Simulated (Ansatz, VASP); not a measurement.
## Two plane-wave programs on MoSe

```
Mo Se
1.0
     0.00000    2.54961    2.54961
     2.57536   -0.02575    2.57536
     2.57536    2.57536   -0.02575
Mo Se
1 1
Cartesian
  2.5754 2.5496 2.5496
  0.0000 0.0000 0.0000
```

Change from the starting cell: strain e4 = -0.02, atoms carried along.

Alike in both runs: task single point; functional PBEsol; k mesh 10 × 10 × 10; occupations gaussian, width 0.05 eV; collinear spin.

|  | VASP | Ansatz |
| --- | --- | --- |
| version | VASP 6.6.1 | Ansatz 0.2.0 |
| potentials or method | VASP PAW PBE potentials, release 64 (Mo_sv, Se), cutoff 500 eV | scalar-relativistic, plane waves, PAW |
| valence electrons in the cell | 20 | 30 |

Ansatz gave:

| Item | Value |
| --- | --- |
| pressure (GPa) | -0.1 |
| traceless stress, the component that is largest in VASP (GPa) | -1.50 |
| net moment per atom (μB) | 0.11 |
| size of the moment on the site where the two differ most (μB) | 0.17 |

Q: Estimate VASP's values.

A: Pressure (GPa): 0.3; traceless stress, the component that is largest in VASP (GPa): -1.51; net moment per atom (μB): 0.11; size of the moment on the site where the two differ most (μB): 0.19.

VASP's potentials were made for PBE, not for PBEsol. Site moments also hang on the region over which each program counts them. VASP's potentials hold 20 valence electrons a cell and Ansatz's 30, so a difference there can come from the potentials and not from the codes.
